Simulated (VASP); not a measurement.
Write the native input for VASP 6.6.1 that does the following.

```
Task                   : single point
Functional             : PBE
Potentials or basis    : VASP PAW PBE potentials, release 64 (Al)
Cutoff                 : 520 eV
k mesh                 : 8 × 8 × 8
Occupations            : gaussian, width 0.1 eV
Spin                   : no spin polarisation
Dipole correction      : no
Further INCAR settings : ALGO = Normal; EDIFF = 1e-07; NBANDS = 10
```

The structure of Al lies in POSCAR:

```
Al
1.0
   -2.4383382031      2.8030355428      1.3702131394
    2.4383382031     -2.8030355428      1.3702131394
    2.4383382031      2.8030355428     -1.3702131394
Al
2
Direct
    0.2500789740      0.0000789740      0.2500000000
    0.7499210260      0.9999210260      0.7500000000
```

One way to write it, as run:

INCAR

```
SYSTEM = Al
PREC = Accurate
ENCUT = 520
EDIFF = 1E-7
ISMEAR = 0
SIGMA = 0.1
LREAL = .FALSE.
LASPH = .TRUE.
NELM = 80
ALGO = Normal
ISIF = 2
LWAVE = .FALSE.
LCHARG = .TRUE.
GGA = PE
LELF = .TRUE.
LVHAR = .TRUE.
NBANDS = 10
```

KPOINTS

```
Automatic mesh
0
G
  8 8 8
  0 0 0
```

Potentials or basis: VASP PAW PBE potentials, release 64 (Al).

Launch:

```bash
$ cat potpaw_PBE.64/Al/POTCAR > POTCAR
$ mpirun -np 1 vasp_std > vasp.out
```

Results of the run:

```yaml
Pressure: 0.1 GPa
Band_gap_on_the_k_mesh: zero (bands 3 and 4 overlap by 6.08 eV)
```

It took 28 s on 1 thread of AMD EPYC 7R43 64-Core Processor (Zen 3) (shared host), peak memory 0.14 GiB.
